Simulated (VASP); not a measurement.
# Mg (I4/mmm) in VASP: single point with PBE

Aim: the single point of Mg with PBE.

Program: VASP 6.6.1. These are calculated values, not measurements. Logs are shortened: lines on timing, memory, paths and dates and some standing lists are left out, and cuts for length are marked.

## Step 1: The cell of the first run

Symmetry: I4/mmm, No. 139, tetragonal system. The conventional cell has a = 3.042 Å, b = 3.042 Å, c = 2.953 Å, α = 90.00°, β = 90.00°, γ = 90.00°. Within 3.4 Å of Mg (site symmetry 4/mmm) lie 14 Mg at 2.61 to 3.04 Å.

## Step 2: Single point, PBE (equal xx and yy strain of +3 %)

The input, INCAR:

```
SYSTEM = Mg
PREC = Accurate
ENCUT = 520
EDIFF = 1E-6
ISMEAR = -1
SIGMA = 0.05
LREAL = .FALSE.
LASPH = .TRUE.
NELM = 60
ALGO = Normal
ISIF = 2
LWAVE = .FALSE.
LCHARG = .FALSE.
GGA = PE
NBANDS = 7
```

The input, KPOINTS:

```
regular mesh
0
G
  16 16 16
  0 0 0
```

The input, POSCAR:

```
Mg
1.0
   -1.5207950000      1.5207950000      1.4765000000
    1.5207950000     -1.5207950000      1.4765000000
    1.5207950000      1.5207950000     -1.4765000000
Mg
1
Direct
    0.0000000000      0.0000000000      0.0000000000
```

Potentials or basis: VASP PAW PBE potentials, release 64 (Mg).

Command:

```sh
cat potpaw_PBE.64/Mg/POTCAR > POTCAR
mpirun -np 1 vasp_std > vasp.out
```

OUTCAR:

```text
SYSTEM = Mg
   PREC = Accurate
   ENCUT = 520
   EDIFF = 1E-6
   ISMEAR = -1
   LREAL = .FALSE.
   LASPH = .TRUE.
   NELM = 60
   ISIF = 2
   GGA = PE

 ion  position               nearest neighbor table
   1  0.000  0.000  0.000-

  LATTYP: Found a body centered tetragonal cell.
 ALAT       =     3.0415900000
 C/A-ratio  =     0.9708737864

  Lattice vectors:

 A1 = (  -1.5207950000,   1.5207950000,   1.4765000000)
 A2 = (   1.5207950000,  -1.5207950000,   1.4765000000)
 A3 = (   1.5207950000,   1.5207950000,  -1.4765000000)

Analysis of symmetry for initial positions (statically):
=====================================================================
 Subroutine PRICEL returns:
 Original cell was already a primitive cell.

 Routine SETGRP: Setting up the symmetry group for a
 body centered tetragonal supercell.

 Subroutine GETGRP returns: Found 16 space group operations
 (whereof 16 operations were pure point group operations)
 out of a pool of 16 trial point group operations.

The static configuration has the point symmetry D_4h.

Analysis of symmetry for dynamics (positions and initial velocities):
=====================================================================
 Subroutine PRICEL returns:
 Original cell was already a primitive cell.

 Routine SETGRP: Setting up the symmetry group for a
 body centered tetragonal supercell.

 Subroutine GETGRP returns: Found 16 space group operations
 (whereof 16 operations were pure point group operations)
 out of a pool of 16 trial point group operations.

The dynamic configuration has the point symmetry D_4h.

 Subroutine INISYM returns: Found 16 space group operations
 (whereof 16 operations are pure point group operations),
 and found     1 'primitive' translations

----------------------------------------------------------------------------------------

                                     Primitive cell

  volume of cell :      13.6595

  direct lattice vectors                    reciprocal lattice vectors
    -1.520795000  1.520795000  1.476500000     0.000000000  0.328775410  0.338638673
     1.520795000 -1.520795000  1.476500000     0.328775410  0.000000000  0.338638673
     1.520795000  1.520795000 -1.476500000     0.328775410  0.328775410  0.000000000

  length of vectors
     2.608771189  2.608771189  2.608771189     0.471984556  0.471984556  0.464958644

  position of ions in fractional coordinates (direct lattice)
     0.000000000  0.000000000  0.000000000

  ion indices of the primitive-cell ions
   primitive index   ion index
                 1           1

----------------------------------------------------------------------------------------

 KPOINTS: regular mesh

Automatic generation of k-mesh.
 Grid dimensions read from file:
 generate k-points for:   16   16   16

 Generating k-lattice:

  Cartesian coordinates                     Fractional coordinates (reciprocal lattice)
     0.000000000  0.020548463  0.021164917     0.062500000  0.000000000  0.000000000
     0.020548463  0.000000000  0.021164917     0.000000000  0.062500000  0.000000000
     0.020548463  0.020548463  0.000000000     0.000000000  0.000000000  0.062500000

  Length of vectors
     0.029499035  0.029499035  0.029059915

  Shift w.r.t. Gamma in fractional coordinates (k-lattice)
     0.000000000  0.000000000  0.000000000

 Subroutine IBZKPT returns following result:
 ===========================================

 Found    349 irreducible k-points:

 Following reciprocal coordinates:
            Coordinates               Weight
  0.000000  0.000000  0.000000      1.000000
  0.062500 -0.000000  0.000000      8.000000
  0.125000 -0.000000  0.000000      8.000000
  0.187500 -0.000000  0.000000      8.000000
  0.250000 -0.000000  0.000000      8.000000
  0.312500 -0.000000  0.000000      8.000000
[... 16 lines left out ...]
 -0.125000  0.062500 -0.000000     16.000000
 -0.062500  0.062500  0.000000      4.000000
 [... further k-points ...]
   k-points           NKPTS =    349   k-points in BZ     NKDIM =    349   number of bands    NBANDS=      7
   number of dos      NEDOS =    301   number of ions     NIONS =      1
   total plane-waves  NPLWV =   8000
   dimension x,y,z NGX =    20 NGY =   20 NGZ =   20
   dimension x,y,z NGXF=    40 NGYF=   40 NGZF=   40
   ions per type =               1
   NGX,Y,Z   is equivalent  to a cutoff of  12.75, 12.75, 12.75 a.u.
   NGXF,Y,Z  is equivalent  to a cutoff of  25.49, 25.49, 25.49 a.u.
 SYSTEM =  Mg
   PREC   = accura    normal or accurate (medium, high low for compatibility)
   ISTART =      0    job   : 0-new  1-cont  2-samecut
   ICHARG =      2    charge: 1-file 2-atom 10-const
   ISPIN  =      1    spin polarized calculation?
   LNONCOLLINEAR =      F non collinear calculations
   LSORBIT =      F    spin-orbit coupling
   LASPH  =      T    aspherical Exc in radial PAW
   ENCUT  =  520.0 eV  38.22 Ry    6.18 a.u.   4.85  4.85  4.85*2*pi/ulx,y,z
   NELM   =     60;   NELMIN=  2; NELMDL= -5     # of ELM steps
   EDIFF  = 0.1E-05   stopping-criterion for ELM
   LREAL  =      F    real-space projection
   EDIFFG = 0.1E-04   stopping-criterion for IOM
   NSW    =      0    number of steps for IOM
   IBRION =     -1    ionic relax: 0-MD 1-quasi-New 2-CG
   NFREE  =      0    steps in history (QN), initial steepest desc. (CG)
   ISIF   =      2    stress and relaxation
   ISYM   =      2    0-nonsym 1-usesym 2-fastsym
   POTIM  = 0.5000    time-step for ionic-motion
   TEBEG  =    0.0;   TEEND  =   0.0 temperature during run
   PSTRESS=    0.0 pullay stress
   NELECT =       2.0000    total number of electrons
   NUPDOWN=      -1.0000    fix difference up-down
   EMIN   =  10.00;   EMAX   =-10.00  energy-range for DOS
   EFERMI =   0.00;   METHOD = LEGACY
   ISMEAR =    -1;   SIGMA  =   0.05  broadening in eV -4-tet -1-fermi 0-gaus
   EFERMI_NEDOS =   21; number of points for ismear=-14 and -15
   IALGO  =     38    algorithm
   IMIX   =      4    mixing-type and parameters
     AMIX     =   0.40;   BMIX     =  1.00
     AMIX_MAG =   1.60;   BMIX_MAG =  1.00
  volume/ion in A,a.u.               =      13.66        92.18
  Fermi-wavevector in a.u.,A,eV,Ry     =   0.862859  1.630567 10.129890  0.744526
  Thomas-Fermi vector in A             =   1.980723
   LORBIT       =      0    0 simple, 1 ext, 2 COOP (PROOUT), +10 PAW based schemes
   GGA     = PE    functional components
   LHFCALC =     F    Hartree Fock is set to
   AEXX    =    0.0000 exact exchange contribution
   IVDW    =     0    specifies the selected vdW correction
   LEPSILON=     F    determine dielectric tensor
   LRPA    =     F    only Hartree local field effects (RPA)
 non-spin polarized calculation
  energy-cutoff  :      520.00
  volume of cell :       13.66
 maximum number of plane-waves:       378
   NGX =  9   NGY =  9   NGZ =  9

 number of electron       2.0000000 magnetization

 Free energy of the ion-electron system (eV)
  ---------------------------------------------------
  ext. energy  EPLUGINS =         0.00000000
  ---------------------------------------------------
  free energy    TOTEN  =        -0.52798647 eV

  energy without entropy =       -0.52576015  energy(sigma->0) =       -0.52687331

 E-fermi :   6.0727     XC(G=0): -10.2687

 val. band max:        6.0695607048   @ k =   0.3750   0.1250   0.1250
 cond. band min:       6.1366343085   @ k =  -0.1250   0.5000   0.0625
 fundamental gap:      0.0670736038
 Fermi energy:         6.0726577558

 k-point     1 :       0.0000    0.0000    0.0000
  band No.  band energies     occupation
      1      -3.4371      2.00000
      2      22.4833      0.00000
      3      23.3283      0.00000
      4      23.3283      0.00000
      5      25.2181      0.00000
      6      26.1507      0.00000
      7      27.0988      0.00000

 k-point     2 :       0.0625   -0.0000    0.0000
  band No.  band energies     occupation
      1      -3.3050      2.00000
      2      21.9773      0.00000
      3      22.0270      0.00000
      4      22.9121      0.00000
      5      24.4349      0.00000
      6      25.0919      0.00000
      7      28.0595      0.00000

 k-point     3 :       0.1250   -0.0000    0.0000
  band No.  band energies     occupation
      1      -2.9105      2.00000
      2      19.2557      0.00000
      3      20.7830      0.00000
      4      22.3211      0.00000
      5      23.4093      0.00000
      6      24.6649      0.00000
      7      29.1388      0.00000

 k-point     4 :       0.1875   -0.0000    0.0000
  band No.  band energies     occupation
      1      -2.2591      2.00000
      2      16.3965      0.00000
      3      19.5368      0.00000
      4      21.7356      0.00000
      5      22.3665      0.00000
      6      24.4625      0.00000
      7      29.3392      0.00000

 k-point     5 :       0.2500   -0.0000    0.0000
  band No.  band energies     occupation
      1      -1.3600      2.00000
      2      13.6779      0.00000
      3      18.4541      0.00000
      4      21.2070      0.00000
      5      21.4971      0.00000
      6      24.1177      0.00000
      7      29.7818      0.00000
[... 161 lines left out ...]
 k-point    22 :      -0.1875    0.0625   -0.0000
  band No.  band energies     occupation
      1      -2.5303      2.00000
      2      17.7401      0.00000
      3      19.0634      0.00000
      4      22.0493      0.00000
      5      23.1082      0.00000
      6      25.3635      0.00000
      7      28.9067      0.00000

 k-point    23 :      -0.1250    0.0625   -0.0000
  band No.  band energies     occupation
      1      -3.0494      2.00000
      2      19.9371      0.00000
      3      20.8973      0.00000
      4      22.7279      0.00000
      5      23.7187      0.00000
      6      25.3815      0.00000
      7      28.2898      0.00000

 k-point    24 :      -0.0625    0.0625    0.0000
  band No.  band energies     occupation
      1      -3.3089      2.00000
      2      21.2932      0.00000
      3      22.6637      0.00000
      4      23.1700      0.00000
      5      24.2464      0.00000
      6      25.2162      0.00000
      7      27.8902      0.00000

 [... further k-points ...]

------------------------ aborting loop because EDIFF is reached ----------------------------------------

  FORCE on cell =-STRESS in cart. coord.  units (eV):
  Direction    XX          YY          ZZ          XY          YZ          ZX
  --------------------------------------------------------------------------------------
  -------------------------------------------------------------------------------------
  Total        4.2686245      4.2686245      4.4414422      0.0000000      0.0000000      0.0000000
  in kB      500.6840359    500.6840359    520.9545098      0.0000000      0.0000000      0.0000000
  external PRESSURE =     507.4408605 kB  Pullay stress =       0.0000000 kB

 VOLUME and BASIS-vectors are now :
 -----------------------------------------------------------------------------
  energy-cutoff  :      520.00
  volume of cell :       13.66
      direct lattice vectors                 reciprocal lattice vectors
    -1.520795000  1.520795000  1.476500000     0.000000000  0.328775410  0.338638673
     1.520795000 -1.520795000  1.476500000     0.328775410  0.000000000  0.338638673
     1.520795000  1.520795000 -1.476500000     0.328775410  0.328775410  0.000000000

 POSITION                                       TOTAL-FORCE (eV/Angst)
 -----------------------------------------------------------------------------------
      0.00000      0.00000      0.00000         0.000000      0.000000      0.000000
 -----------------------------------------------------------------------------------
    total drift:                                0.000000      0.000000     -0.000000

  FREE ENERGIE OF THE ION-ELECTRON SYSTEM (eV)
  ---------------------------------------------------
  free  energy   TOTEN  =        -0.5279864725 eV

  energy  without entropy=       -0.5257601530  energy(sigma->0) =       -0.52687331
```

It took 40 s on 1 thread of Intel Xeon 8259CL, shared host; peak memory 0.15 GiB.

What came out:

```yaml
Free_energy: -0.5280 eV
Pressure: 50.7 GPa
Band_gap_on_the_k_mesh: zero (bands 1 and 2 overlap by 4.79 eV)
```

Caveat: the cell differs from its parent crystal (equal xx and yy strain of +3 %); the cell stands under pressure.

The gap in the log of VASP goes by the Fermi energy; the results here count the filled bands.